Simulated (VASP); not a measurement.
# C (Amm2) in VASP: further runs

Runs on C. Level: PBE. Tasks: single point.

All numbers are computed with VASP 6.6.1; they aren't measurements. Logs are shortened: lines on timing, memory, paths and dates and some standing lists are left out, and cuts for length are marked.

### 1 The cell of the first run

The structure is orthorhombic, space group Amm2 (No. 38). The conventional cell has a = 8.236 Å, b = 2.497 Å, c = 4.325 Å, α = 90.00°, β = 90.00°, γ = 90.00°. Within 2.0 Å of C (site symmetry m) lie 4 C at 1.48 to 1.64 Å. C (site symmetry m) has 4 C at 1.42 to 1.59 Å within 1.9 Å. Within 2.0 Å of C (site symmetry m) lie 4 C at 1.48 to 1.64 Å. Within 1.9 Å of C (site symmetry m) lie 4 C at 1.42 to 1.59 Å.

### 2 Single point, PBE (atoms displaced along a vibrational mode, the cell strained)

INCAR

```
PREC = Accurate
ENCUT = 520
EDIFF = 1E-6
ISMEAR = 0
SIGMA = 0.05
LREAL = False
LASPH = True
NELM = 100
ALGO = Normal
ISIF = 2
LWAVE = False
LCHARG = False
GGA = PE
NBANDS = 26
```

KPOINTS

```
regular mesh
0
Gamma
  12 12 4
```

POSCAR

```
C
1.0
    2.4971642856      0.0000000000      0.0000000000
   -1.2485821428      2.1626077088      0.0000000000
    0.0000000000      0.0000000000      8.2357629922
C
8
Direct
   -0.0137570027     -0.0275140053      0.0929732494
   -0.0137570027     -0.0275140053      0.5929732494
   -0.0137570027     -0.0275140053      0.4070267506
   -0.0137570027     -0.0275140053      0.9070267506
    0.3470903360      0.6941806720      0.1555299995
    0.6804236693      0.3608473387      0.6555299995
    0.3470903360      0.6941806720      0.3444700005
    0.6804236693      0.3608473387      0.8444700005
```

Potentials or basis: VASP PAW PBE potentials, release 64 (C).

Command:

```sh
cat potpaw_PBE.64/C/POTCAR > POTCAR
mpirun -np 1 vasp_std > vasp.out
```

OUTCAR:

```text
PREC = Accurate
   ENCUT = 520
   EDIFF = 1E-6
   ISMEAR = 0
   LREAL = False
   LASPH = True
   NELM = 100
   ISIF = 2
   GGA = PE

 ion  position               nearest neighbor table
   1  0.986  0.972  0.093-   5 1.48   5 1.48   4 1.53   5 1.64
   2  0.986  0.972  0.593-   6 1.42   3 1.53   6 1.59   6 1.59
   3  0.986  0.972  0.407-   7 1.48   7 1.48   2 1.53   7 1.64
   4  0.986  0.972  0.907-   8 1.42   1 1.53   8 1.59   8 1.59
   5  0.347  0.694  0.156-   1 1.48   1 1.48   7 1.56   1 1.64
   6  0.680  0.361  0.656-   2 1.42   8 1.56   2 1.59   2 1.59
   7  0.347  0.694  0.344-   3 1.48   3 1.48   5 1.56   3 1.64
   8  0.680  0.361  0.844-   4 1.42   6 1.56   4 1.59   4 1.59

  LATTYP: Found a hexagonal cell.
 ALAT       =     2.4971642856
 C/A-ratio  =     3.2980461236

  Lattice vectors:

 A1 = (   2.4971642856,   0.0000000000,   0.0000000000)
 A2 = (  -1.2485821428,   2.1626077088,   0.0000000000)
 A3 = (   0.0000000000,   0.0000000000,   8.2357629922)

Analysis of symmetry for initial positions (statically):
=====================================================================
 Subroutine PRICEL returns:
 Original cell was already a primitive cell.

 Routine SETGRP: Setting up the symmetry group for a
 hexagonal supercell.

 Subroutine GETGRP returns: Found  4 space group operations
 (whereof  2 operations were pure point group operations)
 out of a pool of 24 trial point group operations.

The static configuration has the point symmetry C_1h.
 The point group associated with its full space group is C_2v.

Analysis of symmetry for dynamics (positions and initial velocities):
=====================================================================
 Subroutine PRICEL returns:
 Original cell was already a primitive cell.

 Routine SETGRP: Setting up the symmetry group for a
 hexagonal supercell.

 Subroutine GETGRP returns: Found  4 space group operations
 (whereof  2 operations were pure point group operations)
 out of a pool of 24 trial point group operations.

The dynamic configuration has the point symmetry C_1h.
 The point group associated with its full space group is C_2v.

 Subroutine INISYM returns: Found  4 space group operations
 (whereof  2 operations are pure point group operations),
 and found     1 'primitive' translations
[... 107 lines left out ...]
   EDIFF  = 0.1E-05   stopping-criterion for ELM
   LREAL  =      F    real-space projection
   EDIFFG = 0.1E-04   stopping-criterion for IOM
   NSW    =      0    number of steps for IOM
   IBRION =     -1    ionic relax: 0-MD 1-quasi-New 2-CG
   NFREE  =      0    steps in history (QN), initial steepest desc. (CG)
   ISIF   =      2    stress and relaxation
   ISYM   =      2    0-nonsym 1-usesym 2-fastsym
   POTIM  = 0.5000    time-step for ionic-motion
   TEBEG  =    0.0;   TEEND  =   0.0 temperature during run
   PSTRESS=    0.0 pullay stress
   NELECT =      32.0000    total number of electrons
   NUPDOWN=      -1.0000    fix difference up-down
   EMIN   =  10.00;   EMAX   =-10.00  energy-range for DOS
   EFERMI =   0.00;   METHOD = LEGACY
   ISMEAR =     0;   SIGMA  =   0.05  broadening in eV -4-tet -1-fermi 0-gaus
   EFERMI_NEDOS =   21; number of points for ismear=-14 and -15
   IALGO  =     38    algorithm
   IMIX   =      4    mixing-type and parameters
     AMIX     =   0.40;   BMIX     =  1.00
     AMIX_MAG =   1.60;   BMIX_MAG =  1.00
  volume/ion in A,a.u.               =       5.56        37.52
  Fermi-wavevector in a.u.,A,eV,Ry     =   1.466950  2.772133 29.278945  2.151942
  Thomas-Fermi vector in A             =   2.582626
   LORBIT       =      0    0 simple, 1 ext, 2 COOP (PROOUT), +10 PAW based schemes
   GGA     = PE    functional components
   LHFCALC =     F    Hartree Fock is set to
   AEXX    =    0.0000 exact exchange contribution
   IVDW    =     0    specifies the selected vdW correction
   LEPSILON=     F    determine dielectric tensor
   LRPA    =     F    only Hartree local field effects (RPA)
 non-spin polarized calculation
 Gauss-broadening in eV      SIGMA  =   0.05
  energy-cutoff  :      520.00
  volume of cell :       44.48
 maximum number of plane-waves:      1230
   NGX =  9   NGY =  9   NGZ = 31

 number of electron      31.9999998 magnetization

 Free energy of the ion-electron system (eV)
  ---------------------------------------------------
  ext. energy  EPLUGINS =         0.00000000
  ---------------------------------------------------
  free energy    TOTEN  =       -71.67923542 eV

  energy without entropy =      -71.67923542  energy(sigma->0) =      -71.67923542

 E-fermi :  11.2657     XC(G=0): -13.3472

 val. band max:       10.9838032006   @ k =   0.0000   0.0000   0.0000
 cond. band min:      14.0424083330   @ k =   0.5000  -0.0000   0.0000
 fundamental gap:      3.0586051325
 Fermi energy:        11.2656717168

 k-point     1 :       0.0000    0.0000    0.0000
  band No.  band energies     occupation
      1     -11.7814      2.00000
      2     -10.1193      2.00000
      3     -10.0149      2.00000
      4      -6.0252      2.00000
      5      -3.6228      2.00000
      6       3.1310      2.00000
[... 685 lines left out ...]
     25      21.3420      0.00000
     26      22.5936      0.00000

 [... further k-points ...]

------------------------ aborting loop because EDIFF is reached ----------------------------------------

  FORCE on cell =-STRESS in cart. coord.  units (eV):
  Direction    XX          YY          ZZ          XY          YZ          ZX
  --------------------------------------------------------------------------------------
  -------------------------------------------------------------------------------------
  Total        4.5000966      6.1308438      4.3155290      0.0000000      0.0000000      0.0000000
  in kB      162.1077269    220.8524037    155.4590193      0.0000000      0.0000000      0.0000000
  external PRESSURE =     179.4730500 kB  Pullay stress =       0.0000000 kB

 VOLUME and BASIS-vectors are now :
 -----------------------------------------------------------------------------
  energy-cutoff  :      520.00
  volume of cell :       44.48
      direct lattice vectors                 reciprocal lattice vectors
     2.497164286  0.000000000  0.000000000     0.400454230  0.231202357  0.000000000
    -1.248582143  2.162607709  0.000000000     0.000000000  0.462404714  0.000000000
     0.000000000  0.000000000  8.235762992     0.000000000  0.000000000  0.121421658

 POSITION                                       TOTAL-FORCE (eV/Angst)
 -----------------------------------------------------------------------------------
      1.24858      2.10311      0.76571        -0.000000      3.331975     -0.467543
      1.24858      2.10311      4.88359         0.000000      4.590478     -0.586295
      1.24858      2.10311      3.35218        -0.000000      3.331975      0.467543
      1.24858      2.10311      7.47006         0.000000      4.590478      0.586295
      0.00000      1.50124      1.28091        -0.000000     -3.338756      0.509724
      1.24858      0.78037      5.39879        -0.000000     -4.583696      0.626809
      0.00000      1.50124      2.83697        -0.000000     -3.338756     -0.509724
      1.24858      0.78037      6.95485        -0.000000     -4.583696     -0.626809
 -----------------------------------------------------------------------------------
    total drift:                                0.000000     -0.000230     -0.000000

  FREE ENERGIE OF THE ION-ELECTRON SYSTEM (eV)
  ---------------------------------------------------
  free  energy   TOTEN  =       -71.6792354223 eV

  energy  without entropy=      -71.6792354223  energy(sigma->0) =      -71.67923542
```

stdout:

```text
POSCAR found type information on POSCAR C
 POSCAR found :  1 types and       8 ions
 scaLAPACK will be used
 LDA part: xc-table for (Slater+PW92), standard interpolation
 POSCAR, INCAR and KPOINTS ok, starting setup
 FFT: planning ... GRIDC
 FFT: planning ... GRID_SOFT
 FFT: planning ... GRID
 WAVECAR not read
 entering main loop
```

It took 64 s on 1 thread of AMD EPYC 9R45 (Zen 5), shared host; peak memory 0.19 GiB.

Results:

- Free energy: -71.6792 eV
- Pressure: 17.9 GPa
- Largest force: 4.628 eV/Å
- Band gap on the k mesh: 3.06 eV (least direct gap 3.45 eV)

Forces on the atoms (eV/Å):
```
C    0.000  3.332 -0.468
C    0.000  4.590 -0.586
C    0.000  3.332  0.468
C    0.000  4.590  0.586
C    0.000 -3.339  0.510
C    0.000 -4.584  0.627
C    0.000 -3.339 -0.510
C    0.000 -4.584 -0.627
```

Caveat: the cell differs from its parent crystal (atoms displaced along a vibrational mode, the cell strained); the cell stands under pressure; forces of over 1 eV/Å act on the atoms, so gaps and moduli don't describe the material at rest.

### 3 Single point, PBE (atoms displaced along a vibrational mode, the cell strained)

INCAR

```
SYSTEM = C
PREC = Accurate
ENCUT = 520
EDIFF = 1E-7
ISMEAR = 0
SIGMA = 0.05
LREAL = .FALSE.
LASPH = .TRUE.
NELM = 100
ALGO = Normal
ISIF = 2
LWAVE = .FALSE.
LCHARG = .FALSE.
GGA = PE
NBANDS = 26
```

KPOINTS

```
Automatic mesh
0
G
  12 12 4
  0 0 0
```

POSCAR

```
C
1.0
    2.4971642856      0.0000000000      0.0000000000
   -1.2485821428      2.1626077088      0.0000000000
    0.0000000000      0.0000000000      8.2357629922
C
8
Direct
   -0.0082542016     -0.0165084032      0.0929732494
   -0.0082542016     -0.0165084032      0.5929732494
   -0.0082542016     -0.0165084032      0.4070267506
   -0.0082542016     -0.0165084032      0.9070267506
    0.3415875349      0.6831750699      0.1555299995
    0.6749208683      0.3498417365      0.6555299995
    0.3415875349      0.6831750699      0.3444700005
    0.6749208683      0.3498417365      0.8444700005
```

Potentials or basis: VASP PAW PBE potentials, release 64 (C).

Command:

```sh
cat potpaw_PBE.64/C/POTCAR > POTCAR
mpirun -np 1 vasp_std > vasp.out
```

OUTCAR:

```text
SYSTEM = C
   PREC = Accurate
   ENCUT = 520
   EDIFF = 1E-7
   ISMEAR = 0
   LREAL = .FALSE.
   LASPH = .TRUE.
   NELM = 100
   ISIF = 2
   GGA = PE

 ion  position               nearest neighbor table
   1  0.992  0.983  0.093-   5 1.50   5 1.50   4 1.53   5 1.60
   2  0.992  0.983  0.593-   6 1.46   3 1.53   6 1.57   6 1.57
   3  0.992  0.983  0.407-   7 1.50   7 1.50   2 1.53   7 1.60
   4  0.992  0.983  0.907-   8 1.46   1 1.53   8 1.57   8 1.57
   5  0.342  0.683  0.156-   1 1.50   1 1.50   7 1.56   1 1.60
   6  0.675  0.350  0.656-   2 1.46   8 1.56   2 1.57   2 1.57
[... 912 lines left out ...]
  Total        3.7774919      4.3423371      3.7037877      0.0000000      0.0000000      0.0000000
  in kB      136.0772195    156.4247293    133.4221587      0.0000000      0.0000000      0.0000000
  external PRESSURE =     141.9747025 kB  Pullay stress =       0.0000000 kB

 VOLUME and BASIS-vectors are now :
 -----------------------------------------------------------------------------
  energy-cutoff  :      520.00
  volume of cell :       44.48
      direct lattice vectors                 reciprocal lattice vectors
     2.497164286  0.000000000  0.000000000     0.400454230  0.231202357  0.000000000
    -1.248582143  2.162607709  0.000000000     0.000000000  0.462404714  0.000000000
     0.000000000  0.000000000  8.235762992     0.000000000  0.000000000  0.121421658

 POSITION                                       TOTAL-FORCE (eV/Angst)
 -----------------------------------------------------------------------------------
      1.24858      2.12691      0.76571         0.000000      2.159861     -0.182782
      1.24858      2.12691      4.88359        -0.000000      2.608412     -0.208089
      1.24858      2.12691      3.35218         0.000000      2.159861      0.182782
      1.24858      2.12691      7.47006        -0.000000      2.608412      0.208089
     -0.00000      1.47744      1.28091        -0.000000     -2.162374      0.207307
      1.24858      0.75657      5.39879         0.000000     -2.605899      0.232257
     -0.00000      1.47744      2.83697        -0.000000     -2.162374     -0.207307
      1.24858      0.75657      6.95485         0.000000     -2.605899     -0.232257
 -----------------------------------------------------------------------------------
    total drift:                               -0.000000     -0.000024      0.000000

  FREE ENERGIE OF THE ION-ELECTRON SYSTEM (eV)
  ---------------------------------------------------
  free  energy   TOTEN  =       -72.2835326717 eV

  energy  without entropy=      -72.2835326717  energy(sigma->0) =      -72.28353267
```

OSZICAR:

```text
N       E                     dE             d eps       ncg     rms          rms(c)
DAV:   1     0.656517101351E+02    0.65652E+02   -0.16595E+04  6708   0.120E+03
DAV:   2    -0.699242777592E+02   -0.13558E+03   -0.12715E+03  8832   0.231E+02
DAV:   3    -0.749950018978E+02   -0.50707E+01   -0.50285E+01  9082   0.394E+01
DAV:   4    -0.750408661260E+02   -0.45864E-01   -0.45786E-01  8460   0.414E+00
DAV:   5    -0.750415791365E+02   -0.71301E-03   -0.71236E-03  8978   0.480E-01    0.115E+01
DAV:   6    -0.729715520920E+02    0.20700E+01   -0.13428E+00  7564   0.630E+00    0.684E+00
DAV:   7    -0.722795234532E+02    0.69203E+00   -0.16332E+00  8050   0.717E+00    0.150E+00
DAV:   8    -0.722832867898E+02   -0.37633E-02   -0.41302E-02  8556   0.112E+00    0.105E-01
DAV:   9    -0.722834528773E+02   -0.16609E-03   -0.70663E-04  8836   0.175E-01    0.363E-02
DAV:  10    -0.722835167432E+02   -0.63866E-04   -0.65915E-05  8080   0.543E-02    0.145E-02
DAV:  11    -0.722835321626E+02   -0.15419E-04   -0.12210E-05  8424   0.243E-02    0.264E-03
DAV:  12    -0.722835326734E+02   -0.51080E-06   -0.64883E-07  8920   0.548E-03    0.830E-04
DAV:  13    -0.722835326717E+02    0.16109E-08   -0.83024E-08  5808   0.210E-03
   1 F= -.72283533E+02 E0= -.72283533E+02  d E =-.223812E-15
```

stdout:

```text
POSCAR found type information on POSCAR C
 POSCAR found :  1 types and       8 ions
 scaLAPACK will be used
 LDA part: xc-table for (Slater+PW92), standard interpolation
 POSCAR, INCAR and KPOINTS ok, starting setup
 FFT: planning ... GRIDC
 FFT: planning ... GRID_SOFT
 FFT: planning ... GRID
 WAVECAR not read
 entering main loop
```

Wall time 74 s (1 thread of AMD EPYC 9R45 (Zen 5), shared host); peak memory 0.19 GiB.

Results:

| Item | Value |
| --- | --- |
| Free energy | -72.2835 eV |
| Pressure | 14.2 GPa |
| Largest force | 2.617 eV/Å |
| Band gap on the k mesh | 3.97 eV (least direct gap 4.50 eV) |

Forces in eV/Å, atoms in the order of the input:
```
C    0.000  2.160 -0.183
C    0.000  2.608 -0.208
C    0.000  2.160  0.183
C    0.000  2.608  0.208
C    0.000 -2.162  0.207
C    0.000 -2.606  0.232
C    0.000 -2.162 -0.207
C    0.000 -2.606 -0.232
```

Caveat: the cell differs from its parent crystal (atoms displaced along a vibrational mode, the cell strained); the cell stands under pressure; forces of over 1 eV/Å act on the atoms, so gaps and moduli don't describe the material at rest.

### 4 Single point, PBE (atoms displaced along a vibrational mode, the cell strained)

INCAR

```
PREC = Accurate
ENCUT = 520
EDIFF = 1E-7
ISMEAR = 0
SIGMA = 0.05
LREAL = False
LASPH = True
NELM = 100
ALGO = Normal
ISIF = 2
LWAVE = False
LCHARG = False
GGA = PE
NBANDS = 26
```

KPOINTS

```
regular mesh
0
Gamma
  12 12 4
```

POSCAR

```
C
1.0
    2.4971642856      0.0000000000      0.0000000000
   -1.2485821428      2.1626077088      0.0000000000
    0.0000000000      0.0000000000      8.2357629922
C
8
Direct
   -0.0027514005     -0.0055028011      0.0929732494
   -0.0027514005     -0.0055028011      0.5929732494
   -0.0027514005     -0.0055028011      0.4070267506
   -0.0027514005     -0.0055028011      0.9070267506
    0.3360847339      0.6721694677      0.1555299995
    0.6694180672      0.3388361344      0.6555299995
    0.3360847339      0.6721694677      0.3444700005
    0.6694180672      0.3388361344      0.8444700005
```

Command:

```sh
cat potpaw_PBE.64/C/POTCAR > POTCAR
mpirun -np 1 vasp_std > vasp.out
```

It took 70 s on 1 thread of AMD EPYC 9R45 (Zen 5), shared host; peak memory 0.19 GiB.

The run converged. Its results:

```
Free energy            : -72.5864 eV
Pressure               : 12.3 GPa
Largest force          : 0.822 eV/Å
Band gap on the k mesh : 4.52 eV (least direct gap 5.24 eV)
```

Forces on the atoms (eV/Å):
```
C    0.000  0.771 -0.031
C    0.000  0.821 -0.032
C    0.000  0.771  0.031
C    0.000  0.821  0.032
C    0.000 -0.771  0.047
C    0.000 -0.820  0.048
C    0.000 -0.771 -0.047
C    0.000 -0.820 -0.048
```

Stress tensor (GPa, compression positive):
```
12.26  0.00  0.00
 0.00 12.48  0.00
 0.00  0.00 12.24
```

Levels at points of the mesh, in eV from the valence-band top:
```
           k point  band 13  band 14  band 15  band 16  band 17  band 18  band 19  band 20
(0.00, 0.00, 0.00)    -1.85    -0.27     0.00     0.00     5.24     5.25     5.48     7.18
(0.50, 0.00, 0.00)    -5.07    -4.78    -3.79    -3.06     4.57     5.61     5.98     6.01
(0.00, 0.50, 0.00)    -5.07    -4.80    -3.80    -3.06     4.61     5.61     6.01     6.03
(0.00, 0.00, 0.50)    -0.90    -0.89    -0.49    -0.49     5.79     5.80     6.33     6.35
(0.50, 0.00, 0.50)    -4.93    -4.78    -3.81    -3.73     4.89     4.95     6.91     7.10
(0.00, 0.50, 0.50)    -5.01    -4.72    -3.86    -3.70     4.89     5.01     6.81     7.19
```

Caveat: the cell differs from its parent crystal (atoms displaced along a vibrational mode, the cell strained); the cell stands under pressure.

### 5 Overview

```csv
cell,gap on the mesh (eV),pressure (GPa),largest force (eV/Å)
"as given, atomic positions A",3.06,17.9,4.63
"as given, atomic positions B",3.97,14.2,2.62
"as given, atomic positions C",4.52,12.3,0.82
```

Alike in all rows: task single point; level PBE; potentials or basis VASP PAW PBE potentials, release 64 (C); no spin polarisation; k mesh 12 × 12 × 4; cutoff (eV) 520; smearing gaussian 0.05 eV.

Caveats: the cell stands under pressure; forces of over 1 eV/Å act on the atoms, so gaps and moduli don't describe the material at rest (at least some runs).

Total energies depend on the potentials used, so only differences within one code and one set of settings carry meaning.
